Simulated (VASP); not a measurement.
# In3GaAs4 (P-43m) in VASP: further runs

In3GaAs4 is run at these levels: PBE; tasks: single point.

All numbers are computed with VASP 6.6.1; they aren't measurements. Logs are shortened: lines on timing, memory, paths and dates and some standing lists are left out, and cuts for length are marked.

### 1 The cell of the first run

The structure is cubic, space group P-43m (No. 215). Conventional cell: a = 5.953 Å, b = 5.953 Å, c = 5.953 Å, α = 90.00°, β = 90.00°, γ = 90.00°. Within 3.4 Å of In (site symmetry -42m) lie 4 As at 2.62 Å. Within 3.3 Å of Ga (site symmetry -43m) lie 4 As at 2.47 Å. As (site symmetry 3m) has 1 Ga at 2.47 Å and 3 In at 2.62 Å within 3.3 Å.

### 2 Single point, PBE (26.37 Å³/atom)

Input file INCAR:

```
SYSTEM = In3GaAs4
PREC = Accurate ; ENCUT = 520
EDIFF = 1E-7 ; ISMEAR = 0
SIGMA = 0.1 ; LREAL = .False.
LASPH = .True. ; NELM = 80
ALGO = Normal ; ISIF = 2
LWAVE = .False. ; LCHARG = .False.
GGA = PE ; NBANDS = 46
```

Input file KPOINTS:

```
Automatic mesh
0
Gamma
  6 6 6
  0 0 0
```

Input file POSCAR:

```
In3GaAs4
1.0
    5.9533004704      0.0000000000      0.0000000000
    0.0000000000      5.9533004704      0.0000000000
    0.0000000000      0.0000000000      5.9533004704
In Ga As
3 1 4
Direct
    0.5000000000      0.0000000000      0.0000000000
    0.0000000000      0.0000000000      0.5000000000
    0.0000000000      0.5000000000      0.0000000000
    0.5000000000      0.5000000000      0.5000000000
    0.2603492751      0.7396507249      0.2603492751
    0.2603492751      0.2603492751      0.7396507249
    0.7396507249      0.7396507249      0.7396507249
    0.7396507249      0.2603492751      0.2603492751
```

Potentials or basis: VASP PAW PBE potentials, release 64 (In_d, Ga_d, As).

Launch:

```
$ cat potpaw_PBE.64/In_d/POTCAR potpaw_PBE.64/Ga_d/POTCAR potpaw_PBE.64/As/POTCAR > POTCAR
$ mpirun -np 1 vasp_std > vasp.out
```

OUTCAR:

```text
SYSTEM = In3GaAs4
   PREC = Accurate
   ENCUT = 520
   EDIFF = 1E-7
   ISMEAR = 0
   LREAL = .False.
   LASPH = .True.
   NELM = 80
   ISIF = 2
   GGA = PE

 ion  position               nearest neighbor table
   1  0.500  0.000  0.000-   5 2.62   6 2.62   7 2.62   8 2.62
   2  0.000  0.000  0.500-   5 2.62   6 2.62   7 2.62   8 2.62
   3  0.000  0.500  0.000-   5 2.62   6 2.62   7 2.62   8 2.62
   4  0.500  0.500  0.500-   5 2.47   6 2.47   7 2.47   8 2.47
   5  0.260  0.740  0.260-   4 2.47   2 2.62   3 2.62   1 2.62
   6  0.260  0.260  0.740-   4 2.47   2 2.62   3 2.62   1 2.62
   7  0.740  0.740  0.740-   4 2.47   2 2.62   3 2.62   1 2.62
   8  0.740  0.260  0.260-   4 2.47   2 2.62   3 2.62   1 2.62

  LATTYP: Found a simple cubic cell.
 ALAT       =     5.9533004704

  Lattice vectors:

 A1 = (   5.9533004704,   0.0000000000,   0.0000000000)
 A2 = (   0.0000000000,   5.9533004704,   0.0000000000)
 A3 = (   0.0000000000,   0.0000000000,   5.9533004704)

Analysis of symmetry for initial positions (statically):
=====================================================================
 Subroutine PRICEL returns:
 Original cell was already a primitive cell.

 Routine SETGRP: Setting up the symmetry group for a
 simple cubic supercell.

 Subroutine GETGRP returns: Found 24 space group operations
 (whereof 24 operations were pure point group operations)
 out of a pool of 48 trial point group operations.

The static configuration has the point symmetry T_d .

Analysis of symmetry for dynamics (positions and initial velocities):
=====================================================================
 Subroutine PRICEL returns:
 Original cell was already a primitive cell.

 Routine SETGRP: Setting up the symmetry group for a
 simple cubic supercell.

 Subroutine GETGRP returns: Found 24 space group operations
 (whereof 24 operations were pure point group operations)
 out of a pool of 48 trial point group operations.

The dynamic configuration has the point symmetry T_d .

 Subroutine INISYM returns: Found 24 space group operations
 (whereof 24 operations are pure point group operations),
 and found     1 'primitive' translations

----------------------------------------------------------------------------------------

                                     Primitive cell

  volume of cell :     210.9956

  direct lattice vectors                    reciprocal lattice vectors
     5.953300470  0.000000000  0.000000000     0.167974052  0.000000000  0.000000000
     0.000000000  5.953300470  0.000000000     0.000000000  0.167974052  0.000000000
[... 101 lines left out ...]
   TEBEG  =    0.0;   TEEND  =   0.0 temperature during run
   PSTRESS=    0.0 pullay stress
   NELECT =      72.0000    total number of electrons
   NUPDOWN=      -1.0000    fix difference up-down
   EMIN   =  10.00;   EMAX   =-10.00  energy-range for DOS
   EFERMI =   0.00;   METHOD = LEGACY
   ISMEAR =     0;   SIGMA  =   0.10  broadening in eV -4-tet -1-fermi 0-gaus
   EFERMI_NEDOS =   21; number of points for ismear=-14 and -15
   IALGO  =     38    algorithm
   IMIX   =      4    mixing-type and parameters
     AMIX     =   0.40;   BMIX     =  1.00
     AMIX_MAG =   1.60;   BMIX_MAG =  1.00
  volume/ion in A,a.u.               =      26.37       177.98
  Fermi-wavevector in a.u.,A,eV,Ry     =   1.144005  2.161856 17.806585  1.308747
  Thomas-Fermi vector in A             =   2.280698
   LORBIT       =      0    0 simple, 1 ext, 2 COOP (PROOUT), +10 PAW based schemes
   GGA     = PE    functional components
   LHFCALC =     F    Hartree Fock is set to
   AEXX    =    0.0000 exact exchange contribution
   IVDW    =     0    specifies the selected vdW correction
   LEPSILON=     F    determine dielectric tensor
   LRPA    =     F    only Hartree local field effects (RPA)
 non-spin polarized calculation
 Gauss-broadening in eV      SIGMA  =   0.10
  energy-cutoff  :      520.00
  volume of cell :      211.00
 maximum number of plane-waves:      5716
 NGX is ok and might be reduce to    48
   NGX = 23   NGY = 23   NGZ = 23

 number of electron      71.9999999 magnetization

 Free energy of the ion-electron system (eV)
  ---------------------------------------------------
  ext. energy  EPLUGINS =         0.00000000
  ---------------------------------------------------
  free energy    TOTEN  =       -31.17592891 eV

  energy without entropy =      -31.17485975  energy(sigma->0) =      -31.17539433

 E-fermi :   4.4246     XC(G=0):  -9.2070

 val. band max:        4.3728664729   @ k =   0.0000   0.0000   0.0000
 cond. band min:       4.9568409916   @ k =   0.5000   0.5000   0.5000
 fundamental gap:      0.5839745187
 Fermi energy:         4.4246092684

 k-point     1 :       0.0000    0.0000    0.0000
  band No.  band energies     occupation
      1     -10.4665      2.00000
      2     -10.4665      2.00000
      3     -10.4665      2.00000
      4     -10.3806      2.00000
      5     -10.3806      2.00000
      6     -10.1226      2.00000
[... 969 lines left out ...]
     45       8.9531      0.00000
     46       9.2962      0.00000

------------------------ aborting loop because EDIFF is reached ----------------------------------------

  FORCE on cell =-STRESS in cart. coord.  units (eV):
  Direction    XX          YY          ZZ          XY          YZ          ZX
  --------------------------------------------------------------------------------------
  -------------------------------------------------------------------------------------
  Total        4.9312043      4.9312043      4.9312043     -0.0000000     -0.0000000      0.0000000
  in kB       37.4446837     37.4446837     37.4446837     -0.0000000     -0.0000000      0.0000000
  external PRESSURE =      37.4446837 kB  Pullay stress =       0.0000000 kB

 VOLUME and BASIS-vectors are now :
 -----------------------------------------------------------------------------
  energy-cutoff  :      520.00
  volume of cell :      211.00
      direct lattice vectors                 reciprocal lattice vectors
     5.953300470  0.000000000  0.000000000     0.167974052  0.000000000  0.000000000
     0.000000000  5.953300470  0.000000000     0.000000000  0.167974052  0.000000000
     0.000000000  0.000000000  5.953300470     0.000000000  0.000000000  0.167974052

 POSITION                                       TOTAL-FORCE (eV/Angst)
 -----------------------------------------------------------------------------------
      2.97665      0.00000      0.00000        -0.000000     -0.000000      0.000000
      0.00000      0.00000      2.97665        -0.000000      0.000000      0.000000
      0.00000      2.97665      0.00000        -0.000000      0.000000     -0.000000
      2.97665      2.97665      2.97665        -0.000000      0.000000     -0.000000
      1.54994      4.40336      1.54994         0.005481     -0.005481      0.005481
      1.54994      1.54994      4.40336         0.005481      0.005481     -0.005481
      4.40336      4.40336      4.40336        -0.005481     -0.005481     -0.005481
      4.40336      1.54994      1.54994        -0.005481      0.005481      0.005481
 -----------------------------------------------------------------------------------
    total drift:                                0.000000      0.000000      0.000000

  FREE ENERGIE OF THE ION-ELECTRON SYSTEM (eV)
  ---------------------------------------------------
  free  energy   TOTEN  =       -31.1759289120 eV

  energy  without entropy=      -31.1748597458  energy(sigma->0) =      -31.17539433
```

OSZICAR:

```text
N       E                     dE             d eps       ncg     rms          rms(c)
DAV:   1     0.698438758113E+03    0.69844E+03   -0.32136E+04  1852   0.186E+03
DAV:   2     0.752424366688E+02   -0.62320E+03   -0.60525E+03  1886   0.504E+02
DAV:   3    -0.257998659836E+02   -0.10104E+03   -0.98119E+02  2142   0.196E+02
DAV:   4    -0.319698776616E+02   -0.61700E+01   -0.61375E+01  2290   0.473E+01
DAV:   5    -0.321656068219E+02   -0.19573E+00   -0.19565E+00  2346   0.911E+00    0.949E+00
DAV:   6    -0.312502920479E+02    0.91531E+00   -0.16514E+00  2532   0.135E+01    0.480E+00
DAV:   7    -0.311731411393E+02    0.77151E-01   -0.89283E-01  2754   0.455E+00    0.131E+00
DAV:   8    -0.311749299509E+02   -0.17888E-02   -0.12376E-01  2486   0.333E+00    0.657E-01
DAV:   9    -0.311746595783E+02    0.27037E-03   -0.14267E-02  2536   0.149E+00    0.374E-01
DAV:  10    -0.311757333598E+02   -0.10738E-02   -0.27684E-03  2330   0.303E-01    0.117E-01
DAV:  11    -0.311759294579E+02   -0.19610E-03   -0.39055E-04  2688   0.113E-01    0.331E-02
DAV:  12    -0.311759260923E+02    0.33655E-05   -0.46099E-05  2508   0.437E-02    0.140E-02
DAV:  13    -0.311759280187E+02   -0.19263E-05   -0.10865E-05  2136   0.192E-02    0.105E-02
DAV:  14    -0.311759289944E+02   -0.97576E-06   -0.10002E-06  2188   0.625E-03    0.548E-03
DAV:  15    -0.311759288235E+02    0.17094E-06   -0.23661E-07  1728   0.276E-03    0.142E-03
DAV:  16    -0.311759289120E+02   -0.88498E-07   -0.25743E-08  1166   0.139E-03
   1 F= -.31175929E+02 E0= -.31175394E+02  d E =-.106917E-02
```

stdout:

```text
POSCAR found type information on POSCAR InGaAs
 POSCAR found :  3 types and       8 ions
 scaLAPACK will be used
 LDA part: xc-table for (Slater+PW92), standard interpolation
 POSCAR, INCAR and KPOINTS ok, starting setup
 FFT: planning ... GRIDC
 FFT: planning ... GRID_SOFT
 FFT: planning ... GRID
 WAVECAR not read
 entering main loop
```

It took 1.9 min on 1 thread of Intel Xeon 6975P-C (Granite Rapids), shared host; peak memory 0.44 GiB.

What came out:

```yaml
Free_energy: -31.1759 eV
Pressure: 3.7 GPa
Largest_force: 0.009 eV/Å
Band_gap_on_the_k_mesh: zero (filled and empty bands touch)
```

Forces in eV/Å, atoms in the order of the input:
```
In   0.000  0.000  0.000
In   0.000  0.000  0.000
In   0.000  0.000  0.000
Ga   0.000  0.000  0.000
As   0.005 -0.005  0.005
As   0.005  0.005 -0.005
As  -0.005 -0.005 -0.005
As  -0.005  0.005  0.005
```

Caveat: the cell stands under pressure; semilocal functionals underestimate gaps, so a narrow gap can read as zero; spin-orbit coupling is left out, which moves the levels of the heavy elements.

### 3 Single point, PBE (27.22 Å³/atom)

This run uses another cell than the first one, of 27.22 Å³/atom.

Input file INCAR:

```
ALGO = Normal ; EDIFF = 1E-7
ENCUT = 520 ; GGA = PE
ISIF = 2 ; ISMEAR = 0
LASPH = True ; LCHARG = False
LREAL = False ; LWAVE = False
NBANDS = 46 ; NELM = 80
PREC = Accurate ; SIGMA = 0.1
```

Input file KPOINTS:

```
k-points
0
Gamma
  6 6 6
```

Edit POSCAR of step 2 so:

```diff
@@ -2,5 +2,5 @@
 1.0
-    5.9533004704      0.0000000000      0.0000000000
-    0.0000000000      5.9533004704      0.0000000000
-    0.0000000000      0.0000000000      5.9533004704
+    6.0159713966      0.0000000000      0.0000000000
+    0.0000000000      6.0159713966      0.0000000000
+    0.0000000000      0.0000000000      6.0159713966
 In Ga As
```

Potentials or basis: VASP PAW PBE potentials, release 64 (In_d, Ga_d, As).

Launch:

```
$ cat potpaw_PBE.64/In_d/POTCAR potpaw_PBE.64/Ga_d/POTCAR potpaw_PBE.64/As/POTCAR > POTCAR
$ mpirun -np 1 vasp_std > vasp.out
```

Wall time 1.9 min (1 thread of Intel Xeon 6975P-C (Granite Rapids), shared host); peak memory 0.43 GiB.

Results (log left out):

* Free energy: -31.2910 eV
* Pressure: 1.7 GPa
* Largest force: 0.013 eV/Å
* Band gap on the k mesh: zero (filled and empty bands touch)

Forces in eV/Å, atoms in the order of the input:
```
In   0.000  0.000  0.000
In   0.000  0.000  0.000
In   0.000  0.000  0.000
Ga   0.000  0.000  0.000
As  -0.008  0.008 -0.008
As  -0.008 -0.008  0.008
As   0.008  0.008  0.008
As   0.008 -0.008 -0.008
```

Levels at points of the mesh, in eV from the Fermi level:
```csv
k point,band 34,band 35,band 36,band 37,band 38,band 39
"(0.00, 0.00, 0.00)",-0.33,-0.05,-0.05,-0.05,1.56,1.56
"(0.50, 0.00, 0.00)",-1.58,-1.28,-1.28,2.12,2.14,2.66
"(0.50, 0.50, 0.00)",-1.20,-1.08,-0.77,2.22,2.25,2.75
"(0.50, 0.50, 0.50)",-0.92,-0.81,-0.81,0.48,0.94,0.94
```

Caveat: semilocal functionals underestimate gaps, so a narrow gap can read as zero; spin-orbit coupling is left out, which moves the levels of the heavy elements.

### 4 Single point, PBE

This run uses another cell than the first one, of 28.06 Å³/atom.

Input file INCAR:

```
PREC = Accurate ; ENCUT = 520
EDIFF = 1E-7 ; ISMEAR = 0
SIGMA = 0.1 ; LREAL = F
LASPH = T ; NELM = 80
ALGO = Normal ; ISIF = 2
LWAVE = F ; LCHARG = F
GGA = PE ; NBANDS = 46
```

Input file KPOINTS:

```
regular mesh
0
Gamma
  6 6 6
```

Input file POSCAR:

```
In3GaAs4
1.0
    6.0773631000      0.0000000000      0.0000000000
    0.0000000000      6.0773631000      0.0000000000
    0.0000000000      0.0000000000      6.0773631000
In Ga As
3 1 4
Direct
    0.5000000000      0.0000000000      0.0000000000
    0.0000000000      0.0000000000      0.5000000000
    0.0000000000      0.5000000000      0.0000000000
    0.5000000000      0.5000000000      0.5000000000
    0.2600610000      0.7399390000      0.2600610000
    0.2600610000      0.2600610000      0.7399390000
    0.7399390000      0.7399390000      0.7399390000
    0.7399390000      0.2600610000      0.2600610000
```

Launch:

```
$ cat potpaw_PBE.64/In_d/POTCAR potpaw_PBE.64/Ga_d/POTCAR potpaw_PBE.64/As/POTCAR > POTCAR
$ mpirun -np 1 vasp_std > vasp.out
```

Wall time 1.9 min (1 thread of Intel Xeon 6975P-C (Granite Rapids), shared host); peak memory 0.43 GiB.

Results (log left out):

```yaml
Free_energy: -31.3291 eV
Pressure: 0.1 GPa
Largest_force: 0.004 eV/Å
Band_gap_on_the_k_mesh: zero (filled and empty bands touch)
```

Forces on the atoms (eV/Å):
```
In   0.000  0.000  0.000
In   0.000  0.000  0.000
In   0.000  0.000  0.000
Ga   0.000  0.000  0.000
As  -0.002  0.002 -0.002
As  -0.002 -0.002  0.002
As   0.002  0.002  0.002
As   0.002 -0.002 -0.002
```

Levels at points of the mesh, in eV from the Fermi level:
| k point | band 34 | band 35 | band 36 | band 37 | band 38 | band 39 |
| --- | --- | --- | --- | --- | --- | --- |
| (0.00, 0.00, 0.00) | -0.49 | -0.05 | -0.05 | -0.05 | 1.60 | 1.60 |
| (0.50, 0.00, 0.00) | -1.52 | -1.23 | -1.23 | 2.09 | 2.16 | 2.61 |
| (0.50, 0.50, 0.00) | -1.15 | -1.04 | -0.75 | 2.15 | 2.18 | 2.65 |
| (0.50, 0.50, 0.50) | -0.89 | -0.78 | -0.78 | 0.42 | 0.87 | 0.87 |

Caveat: semilocal functionals underestimate gaps, so a narrow gap can read as zero; spin-orbit coupling is left out, which moves the levels of the heavy elements.

### 5 Single point, PBE (28.90 Å³/atom)

This run uses another cell than the first one, of 28.90 Å³/atom.

Input file INCAR:

```
SYSTEM = In3GaAs4
PREC     = Accurate       ! precision mode
ENCUT    = 520            ! plane-wave cutoff, eV
EDIFF    = 1E-6           ! SCF threshold, eV
ISMEAR   = 0              ! smearing method
SIGMA    = 0.1            ! smearing width, eV
LREAL    = .FALSE.        ! projectors in reciprocal space
LASPH    = .TRUE.         ! aspherical terms in the spheres
NELM     = 60             ! most SCF steps
ALGO     = Normal         ! electronic algorithm
ISIF     = 2              ! what is computed and relaxed
LWAVE    = .FALSE.        ! write WAVECAR
LCHARG   = .FALSE.        ! write CHGCAR
GGA      = PE             ! functional
NBANDS   = 46             ! bands
```

Input file KPOINTS:

```
Automatic mesh
0
G
  6 6 6
  0 0 0
```

Edit POSCAR of step 4 so:

```diff
@@ -2,5 +2,5 @@
 1.0
-    6.0773631000      0.0000000000      0.0000000000
-    0.0000000000      6.0773631000      0.0000000000
-    0.0000000000      0.0000000000      6.0773631000
+    6.1375389254      0.0000000000      0.0000000000
+    0.0000000000      6.1375389254      0.0000000000
+    0.0000000000      0.0000000000      6.1375389254
 In Ga As
```

Launch:

```
$ cat potpaw_PBE.64/In_d/POTCAR potpaw_PBE.64/Ga_d/POTCAR potpaw_PBE.64/As/POTCAR > POTCAR
$ mpirun -np 1 vasp_std > vasp.out
```

It took 1.7 min on 1 thread of Intel Xeon 6975P-C (Granite Rapids), shared host; peak memory 0.43 GiB.

The run converged. Its results:

```
Free energy            : -31.3021 eV
Pressure               : -1.3 GPa
Largest force          : 0.023 eV/Å
Band gap on the k mesh : zero (filled and empty bands touch)
```

Forces in eV/Å, atoms in the order of the input:
```
In   0.000  0.000  0.000
In   0.000  0.000  0.000
In   0.000  0.000  0.000
Ga   0.000  0.000  0.000
As  -0.013  0.013 -0.013
As  -0.013 -0.013  0.013
As   0.013  0.013  0.013
As   0.013 -0.013 -0.013
```

Levels at points of the mesh, in eV from the Fermi level:
| k point | band 32 | band 33 | band 34 | band 35 | band 36 | band 37 | band 38 | band 39 | band 40 | band 41 |
| --- | --- | --- | --- | --- | --- | --- | --- | --- | --- | --- |
| (0.00, 0.00, 0.00) | -2.07 | -2.07 | -0.65 | -0.05 | -0.05 | -0.05 | 1.64 | 1.64 | 1.64 | 1.81 |
| (0.50, 0.00, 0.00) | -2.67 | -1.46 | -1.46 | -1.18 | -1.18 | 2.05 | 2.18 | 2.57 | 2.67 | 3.82 |
| (0.50, 0.50, 0.00) | -2.53 | -1.11 | -1.11 | -0.99 | -0.72 | 2.08 | 2.11 | 2.56 | 2.56 | 4.58 |
| (0.50, 0.50, 0.50) | -0.85 | -0.85 | -0.85 | -0.75 | -0.75 | 0.37 | 0.79 | 0.79 | 0.79 | 4.39 |

Caveat: semilocal functionals underestimate gaps, so a narrow gap can read as zero; spin-orbit coupling is left out, which moves the levels of the heavy elements.

### 6 Summary

| cell | gap on the mesh (eV) | pressure (GPa) | largest force (eV/Å) |
| --- | --- | --- | --- |
| a = 5.953 Å, 8 atoms | none | 3.7 | 0.01 |
| a = 6.016 Å, 8 atoms | none | 1.7 | 0.01 |
| a = 6.077 Å, 8 atoms | none | 0.1 | - |
| a = 6.138 Å, 8 atoms | none | -1.3 | 0.02 |

Alike in all rows: task single point; level PBE; potentials or basis VASP PAW PBE potentials, release 64 (In_d, Ga_d, As); no spin polarisation; k mesh 6 × 6 × 6; cutoff (eV) 520; smearing gaussian 0.1 eV.

Caveats: semilocal functionals underestimate gaps, so a narrow gap can read as zero; spin-orbit coupling is left out, which moves the levels of the heavy elements; the cell stands under pressure (at least some runs).

Total energies depend on the potentials used, so only differences within one code and one set of settings carry meaning.
